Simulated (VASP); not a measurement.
Set up this calculation in VASP 6.6.1, as the native input.

| Property | Result |
| --- | --- |
| Task | single point |
| Functional | RPBE |
| Potentials or basis | VASP PAW PBE potentials, release 64 (Re) |
| Cutoff | 520 eV |
| k mesh | 14 × 14 × 14 |
| Occupations | fermi-dirac, width 0.1 eV |
| Spin | no spin polarisation |
| Dipole correction | no |
| Further INCAR settings | ALGO = Normal; EDIFF = 1e-07; NBANDS = 10 |

The structure of Re lies in POSCAR:

```
Re
1.0
    2.5562210020      0.0000000000      0.0000000000
    0.0000000000      2.5562210020      0.0000000000
    0.0000000000      0.0000000000      2.5562210020
Re
1
Direct
    0.0000000000      0.0000000000      0.0000000000
```

This isn't the form of Re at room conditions, which is hcp.

The input as run:

INCAR

```
PREC = Accurate
ENCUT = 520
EDIFF = 1E-7
ISMEAR = -1
SIGMA = 0.1
LREAL = False
LASPH = True
NELM = 80
ALGO = Normal
ISIF = 2
LWAVE = False
LCHARG = True
GGA = RP
LELF = True
LVHAR = True
NBANDS = 10
```

KPOINTS

```
Automatic mesh
0
Gamma
  14 14 14
```

Potentials or basis: VASP PAW PBE potentials, release 64 (Re).

Command:

```sh
$ cat potpaw_PBE.64/Re/POTCAR > POTCAR
$ mpirun -np 1 vasp_std > vasp.out
```

Results of the run:

| Quantity | Value |
| --- | --- |
| Pressure | 9.3 GPa |
| Band gap on the k mesh | zero (an odd number of electrons rules out a gap without spin polarisation) |

Caveat: the cell stands under pressure; the PAW data sets were made with another functional, which shifts forces and pressure a little; spin-orbit coupling is left out, which moves the levels of the heavy elements.

It took 27 s on 1 thread of Intel Xeon 8259CL, on a shared host, peak memory 0.14 GiB.
